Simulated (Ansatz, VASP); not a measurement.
## Be7Te: VASP beside Ansatz

INCAR

```
PREC = Accurate
ENCUT = 600
EDIFF = 1E-6
ISMEAR = 0
SIGMA = 0.1
LREAL = F
LASPH = T
NELM = 60
ALGO = Fast
ISIF = 3
LWAVE = F
LCHARG = F
GGA = PE
IBRION = 2
NSW = 90
EDIFFG = -0.04
```

KPOINTS

```
regular mesh
0
Gamma
  6 6 6
```

The input POSCAR:

```
Be7Te
1.0
    5.4857233372      0.0000000000      0.0000000000
   -2.7428616686      4.7507757682      0.0000000000
    0.0000000000      0.0000000000      3.5590031912
Be Te
7 1
Direct
    0.9504911185      0.4752455592      0.0000000000
    0.5247544408      0.0495088815      0.0000000000
    0.5247544408      0.4752455592      0.0000000000
    0.2095562840      0.7904437160      0.5000000000
    0.2095562840      0.4191125680      0.5000000000
    0.5808874320      0.7904437160      0.5000000000
    0.6666666667      0.3333333333      0.5000000000
    0.0000000000      0.0000000000      0.0000000000
```

Input for Ansatz:

```yaml
crystal:
  lattice:
    - [5.4857233372, 0.0, 0.0]
    - [-2.7428616686, 4.7507757682, 0.0]
    - [0.0, 0.0, 3.5590031912]
  atoms:
    - { symbol: Be, position: [0.9504911185, 0.4752455592, 0.0] }
    - { symbol: Be, position: [0.5247544408, 0.0495088815, 0.0] }
    - { symbol: Be, position: [0.5247544408, 0.4752455592, 0.0] }
    - { symbol: Be, position: [0.209556284, 0.790443716, 0.5] }
    - { symbol: Be, position: [0.209556284, 0.419112568, 0.5] }
    - { symbol: Be, position: [0.580887432, 0.790443716, 0.5] }
    - { symbol: Be, position: [0.6666666667, 0.3333333333, 0.5] }
    - { symbol: Te, position: [0.0, 0.0, 0.0] }
basis:
  ecutwfc: 420
kpoints:
  mp_grid: { grid: [6, 6, 6] }
hamiltonian:
  xc: pbe
scf:
  occupations: { method: gaussian, width: 0.1 }
  lower_state_search: "off"
output:
  forces: true
  stress: true
  eigenvalues: true
relax:
  adjacent_minimum: "off"
  f_tol: 0.04
  max_steps: 70
  cell: { stress_tol: 0.4 }
```

Change from the starting cell: species swapped into the YMg7 type (P-6m2, No. 187).

Alike in both runs: task relaxation of cell and atoms; functional PBE; k mesh 6 × 6 × 6; occupations gaussian, width 0.1 eV; no spin polarisation.

```csv
,VASP,Ansatz
version,VASP 6.6.1,Ansatz 0.2.0
potentials or method,"VASP PAW PBE potentials, release 64 (Be, Te), cutoff 600 eV","scalar-relativistic, plane waves, PAW"
valence electrons in the cell,20,30
```

Ansatz gave:

```
gap on the k mesh at the Fermi level, each at its own relaxed structure (eV) : none
relaxed volume (Å³/atom)                                                     : 11.47
relaxed cell length with the largest relative difference (Å)                 : 5.428
```

Task: Which values does VASP return?

Result: gap on the k mesh at the Fermi level, each at its own relaxed structure (eV): none; relaxed volume (Å³/atom): 11.51; relaxed cell length with the largest relative difference (Å): 5.434.

A gap of «none» marks a metal or a gap that the smearing closes. VASP's potentials hold 20 valence electrons a cell and Ansatz's 30, so a difference there can come from the potentials and not from the codes.

Spin-orbit coupling is off throughout.
